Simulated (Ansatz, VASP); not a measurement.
BAs: VASP beside Ansatz

```
B As
1.0
     3.40035    0.00000    0.00000
     0.00000    4.80882    0.00000
     0.00000    0.00000   25.20105
B As
7 7
Direct
  0.50000 0.50000 0.29761
  0.00000 0.00000 0.36507
  0.50000 0.50000 0.43254
  0.00000 0.00000 0.50000
  0.50000 0.50000 0.56746
  0.00000 0.00000 0.63493
  0.50000 0.50000 0.70239
  0.00000 0.25000 0.29761
  0.50000 0.75000 0.36507
  0.00000 0.25000 0.43254
  0.50000 0.75000 0.50000
  0.00000 0.25000 0.56746
  0.50000 0.75000 0.63493
  0.00000 0.25000 0.70239
```

Alike in both runs: task single point; functional PBE; k mesh 8 × 6 × 1; occupations gaussian, width 0.05 eV; no spin polarisation.

|  | VASP | Ansatz |
| --- | --- | --- |
| version | VASP 6.6.1 | Ansatz 0.2.0 |
| potentials or method | VASP PAW PBE potentials, release 64 (B, As), cutoff 520 eV | scalar-relativistic, plane waves, PAW |
| valence electrons in the cell | 56 | 126 |

VASP gave:

```
gap on the k mesh at the Fermi level (eV)  : none
rms of the force components (eV/Å)         : 0.785
work function, face that differs most (eV) : 5.13
```

Q: Which values does Ansatz return?

A: gap on the k mesh at the Fermi level (eV): none; rms of the force components (eV/Å): 0.791; work function, face that differs most (eV): 5.13.

A gap of «none» marks a metal or a gap that the smearing closes. VASP's potentials hold 56 valence electrons a cell and Ansatz's 126, so a difference there can come from the potentials and not from the codes. Ansatz's warnings: xc potential rough in thin density.
